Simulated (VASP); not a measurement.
# CuAs (P6_3/mmc) in VASP: notebook, part 2 of 2

VASP 6.6.1. The steps go on from the part before.

## Step 3: Single point, LDA

This run uses another cell than the first one, of 14.48 Å³/atom, 1.006 times its volume.

File INCAR:

```
SYSTEM = CuAs
ALGO = Normal
EDIFF = 1E-6
ENCUT = 520
ISIF = 2
ISMEAR = 0
LASPH = .TRUE.
LCHARG = .FALSE.
LREAL = .FALSE.
LWAVE = .FALSE.
NBANDS = 24
NELM = 80
PREC = Accurate
SIGMA = 0.15
```

File KPOINTS:

```
k-points
0
G
  12 12 8
  0 0 0
```

File POSCAR:

```
CuAs
1.0
    3.8679000000      0.0000000000      0.0000000000
   -1.9339500000      3.3496996593      0.0000000000
    0.0000000000      0.0000000000      4.4694000000
Cu As
2 2
Direct
    0.0000000000      0.0000000000      0.5000000000
    0.0000000000      0.0000000000      0.0000000000
    0.6666666667      0.3333333333      0.7500000000
    0.3333333333      0.6666666667      0.2500000000
```

Potentials or basis: VASP PAW LDA potentials, release 64 (Cu, As).

On the command line:

```console
$ cat potpaw_LDA.64/Cu/POTCAR potpaw_LDA.64/As/POTCAR > POTCAR
$ mpirun -np 1 vasp_std > vasp.out
```

OUTCAR:

```text
SYSTEM = CuAs
   EDIFF = 1E-6
   ENCUT = 520
   ISIF = 2
   ISMEAR = 0
   LASPH = .TRUE.
   LREAL = .FALSE.
   NELM = 80
   PREC = Accurate

 ion  position               nearest neighbor table
   1  0.000  0.000  0.500-   2 2.23   2 2.23   4 2.50   3 2.50   3 2.50   4 2.50   3 2.50   4 2.50

   2  0.000  0.000  0.000-   1 2.23   1 2.23   4 2.50   3 2.50   3 2.50   4 2.50   3 2.50   4 2.50

   3  0.667  0.333  0.750-   1 2.50   2 2.50   1 2.50   2 2.50   1 2.50   2 2.50
   4  0.333  0.667  0.250-   1 2.50   2 2.50   1 2.50   2 2.50   1 2.50   2 2.50

  LATTYP: Found a hexagonal cell.
 ALAT       =     3.8679000000
 C/A-ratio  =     1.1555107423

  Lattice vectors:

 A1 = (   3.8679000000,   0.0000000000,   0.0000000000)
 A2 = (  -1.9339500000,   3.3496996593,   0.0000000000)
 A3 = (   0.0000000000,   0.0000000000,   4.4694000000)

Analysis of symmetry for initial positions (statically):
=====================================================================
 Subroutine PRICEL returns:
 Original cell was already a primitive cell.

 Routine SETGRP: Setting up the symmetry group for a
[... 169 lines left out ...]
  ext. energy  EPLUGINS =         0.00000000
  ---------------------------------------------------
  free energy    TOTEN  =       -19.84183434 eV

  energy without entropy =      -19.81951638  energy(sigma->0) =      -19.83067536

 E-fermi :   7.7448     XC(G=0): -11.9315

 val. band max:        7.7409690488   @ k =   0.1667   0.0833   0.3750
 cond. band min:       7.7579696053   @ k =   0.5000   0.0000   0.3750
 fundamental gap:      0.0170005565
 Fermi energy:         7.7447992984

 k-point     1 :       0.0000    0.0000    0.0000
  band No.  band energies     occupation
      1      -6.6960      2.00000
      2      -1.8125      2.00000
      3       1.3976      2.00000
      4       2.0386      2.00000
      5       2.0386      2.00000
      6       2.1586      2.00000
[... 637 lines left out ...]
     23      16.1171      0.00000
     24      16.7144      0.00000

 [... further k-points ...]
[... 5 lines left out ...]
  --------------------------------------------------------------------------------------
  -------------------------------------------------------------------------------------
  Total        0.2613541      0.2613541      7.2422091      0.0000000      0.0000000     -0.0000000
  in kB        7.2311873      7.2311873    200.3785878      0.0000000      0.0000000     -0.0000000
  external PRESSURE =      71.6136541 kB  Pullay stress =       0.0000000 kB

 VOLUME and BASIS-vectors are now :
 -----------------------------------------------------------------------------
  energy-cutoff  :      520.00
  volume of cell :       57.91
      direct lattice vectors                 reciprocal lattice vectors
     3.867900000  0.000000000  0.000000000     0.258538225  0.149267114  0.000000000
    -1.933950000  3.349699659  0.000000000     0.000000000  0.298534227  0.000000000
     0.000000000  0.000000000  4.469400000     0.000000000  0.000000000  0.223743679

 POSITION                                       TOTAL-FORCE (eV/Angst)
 -----------------------------------------------------------------------------------
      0.00000      0.00000      2.23470         0.000000      0.000000      0.000000
      0.00000      0.00000      0.00000         0.000000      0.000000      0.000000
      1.93395      1.11657      3.35205         0.000000     -0.000000     -0.000000
     -0.00000      2.23313      1.11735        -0.000000      0.000000      0.000000
 -----------------------------------------------------------------------------------
    total drift:                                0.000000      0.000000      0.000000

  FREE ENERGIE OF THE ION-ELECTRON SYSTEM (eV)
  ---------------------------------------------------
  free  energy   TOTEN  =       -19.8418343445 eV

  energy  without entropy=      -19.8195163822  energy(sigma->0) =      -19.83067536
```

OSZICAR:

```text
N       E                     dE             d eps       ncg     rms          rms(c)
DAV:   1     0.215658551963E+03    0.21566E+03   -0.14009E+04  4632   0.180E+03
DAV:   2    -0.503842159841E+01   -0.22070E+03   -0.20745E+03  4600   0.329E+02
DAV:   3    -0.222187464150E+02   -0.17180E+02   -0.16093E+02  6104   0.111E+02
DAV:   4    -0.227171687639E+02   -0.49842E+00   -0.49750E+00  5264   0.179E+01
DAV:   5    -0.227269463304E+02   -0.97776E-02   -0.97747E-02  6184   0.226E+00    0.155E+01
DAV:   6    -0.235618353424E+02   -0.83489E+00   -0.38192E+01  5352   0.183E+02    0.116E+01
DAV:   7    -0.198957659089E+02    0.36661E+01   -0.10856E+01  5376   0.963E+01    0.224E+00
DAV:   8    -0.199080731603E+02   -0.12307E-01   -0.13450E+00  7216   0.258E+01    0.221E+00
DAV:   9    -0.198424060490E+02    0.65667E-01   -0.28760E-01  6400   0.136E+01    0.256E-01
DAV:  10    -0.198430836798E+02   -0.67763E-03   -0.12377E-02  6472   0.112E+00    0.251E-01
DAV:  11    -0.198418378994E+02    0.12458E-02   -0.32557E-03  6704   0.191E+00    0.476E-02
DAV:  12    -0.198418908899E+02   -0.52990E-04   -0.84715E-04  5608   0.219E-01    0.463E-02
DAV:  13    -0.198418358874E+02    0.55002E-04   -0.68492E-05  7352   0.231E-01    0.119E-02
DAV:  14    -0.198418348286E+02    0.10588E-05   -0.22560E-05  7208   0.557E-02    0.445E-03
DAV:  15    -0.198418343445E+02    0.48405E-06   -0.50679E-07  2704   0.254E-02
   1 F= -.19841834E+02 E0= -.19830675E+02  d E =-.223180E-01
```

stdout:

```text
POSCAR found type information on POSCAR CuAs
 POSCAR found :  2 types and       4 ions
 scaLAPACK will be used
 LDA part: xc-table for (Slater(with rela. corr.)+CA(PZ))
 , standard interpolation
 POSCAR, INCAR and KPOINTS ok, starting setup
 FFT: planning ... GRIDC
 FFT: planning ... GRID_SOFT
 FFT: planning ... GRID
 WAVECAR not read
 entering main loop
```

It took 56 s on 1 thread of Intel Xeon 6975P-C (Granite Rapids), shared host; peak memory 0.23 GiB.

Results:

```yaml
Free_energy: -19.8418 eV
Pressure: 7.2 GPa
Band_gap_on_the_k_mesh: zero (band 16 reaches 8.58 eV, above the bottom of band 17 at 7.05 eV)
```

Stress tensor (GPa, compression positive):
```
 0.72  0.00  0.00
 0.00  0.72  0.00
 0.00  0.00 20.04
```

Levels at points of the mesh, in eV from the Fermi level:
```tsv
k point	band 12	band 13	band 14	band 15	band 16	band 17	band 18	band 19	band 20	band 21
(0.00, 0.00, 0.00)	-2.89	-1.22	-0.78	-0.78	0.79	0.79	1.91	3.10	3.20	6.38
(0.50, 0.00, 0.00)	-3.17	-3.13	-2.92	-2.89	-2.54	0.47	2.93	3.03	5.15	5.93
(0.00, 0.00, 0.50)	-3.96	-1.03	-1.03	0.71	0.71	0.71	0.71	4.46	4.46	5.30
(0.50, 0.00, 0.50)	-3.75	-3.54	-3.54	-0.96	-0.96	0.24	0.24	5.66	5.66	9.36
```

## Step 4: Single point, LDA

This run uses another cell than the first one, of 14.72 Å³/atom, 1.023 times its volume.

File INCAR:

```
SYSTEM = CuAs
PREC     = Accurate       ! precision mode
ENCUT    = 520            ! plane-wave cutoff, eV
EDIFF    = 1E-6           ! SCF threshold, eV
ISMEAR   = 0              ! smearing method
SIGMA    = 0.15           ! smearing width, eV
LREAL    = .False.        ! projectors in reciprocal space
LASPH    = .True.         ! aspherical terms in the spheres
NELM     = 60             ! most SCF steps
ALGO     = Normal         ! electronic algorithm
ISIF     = 2              ! what is computed and relaxed
LWAVE    = .False.        ! write WAVECAR
LCHARG   = .False.        ! write CHGCAR
GGA      = CA             ! functional
NBANDS   = 24             ! bands
```

File KPOINTS:

```
Automatic mesh
0
Gamma
  12 12 8
  0 0 0
```

File POSCAR:

```
CuAs
1.0
    3.6915000000      0.0000000000      0.0000000000
   -1.8457500000      3.1969327781      0.0000000000
    0.0000000000      0.0000000000      4.9876000000
Cu As
2 2
Direct
    0.0000000000      0.0000000000      0.5000000000
    0.0000000000      0.0000000000      0.0000000000
    0.6666666667      0.3333333333      0.7500000000
    0.3333333333      0.6666666667      0.2500000000
```

On the command line:

```console
$ cat potpaw_LDA.64/Cu/POTCAR potpaw_LDA.64/As/POTCAR > POTCAR
$ mpirun -np 1 vasp_std > vasp.out
```

Wall time 56 s (1 thread of Intel Xeon 6975P-C (Granite Rapids), shared host); peak memory 0.23 GiB.

The run converged. Its results:

```yaml
Free_energy: -20.0668 eV
Pressure: 3.4 GPa
Band_gap_on_the_k_mesh: zero (band 16 reaches 9.08 eV, above the bottom of band 17 at 6.69 eV)
```

Stress tensor (GPa, compression positive):
```
 5.31  0.00  0.00
 0.00  5.31  0.00
 0.00  0.00 -0.30
```

Levels at points of the mesh, in eV from the Fermi level:
```tsv
k point	band 13	band 14	band 15	band 16	band 17	band 18	band 19	band 20
(0.00, 0.00, 0.00)	-1.90	-0.05	-0.05	1.54	1.54	2.71	2.94	4.37
(0.50, 0.00, 0.00)	-3.27	-3.26	-3.21	-2.27	-0.06	2.65	3.41	4.91
(0.00, 0.00, 0.50)	-1.30	-1.30	1.14	1.14	1.14	1.14	4.82	4.82
(0.50, 0.00, 0.50)	-3.51	-3.51	-0.69	-0.69	0.51	0.51	4.52	4.52
```

## Step 5: Overview

```csv
cell,gap on the mesh (eV),pressure (GPa)
"a = 3.603, b = 3.603, c = 5.117 Å, angles 90.0, 90.0, 120.0°, 4 atoms",none,7.2
"a = 3.868, b = 3.868, c = 4.469 Å, angles 90.0, 90.0, 120.0°, 4 atoms",none,7.2
"a = 3.692, b = 3.692, c = 4.988 Å, angles 90.0, 90.0, 120.0°, 4 atoms",none,3.4
```

Alike in all rows: task single point; level LDA; potentials or basis VASP PAW LDA potentials, release 64 (Cu, As); no spin polarisation; k mesh 12 × 12 × 8; cutoff (eV) 520; smearing gaussian 0.15 eV.

Total energies depend on the potentials used, so only differences within one code and one set of settings carry meaning.
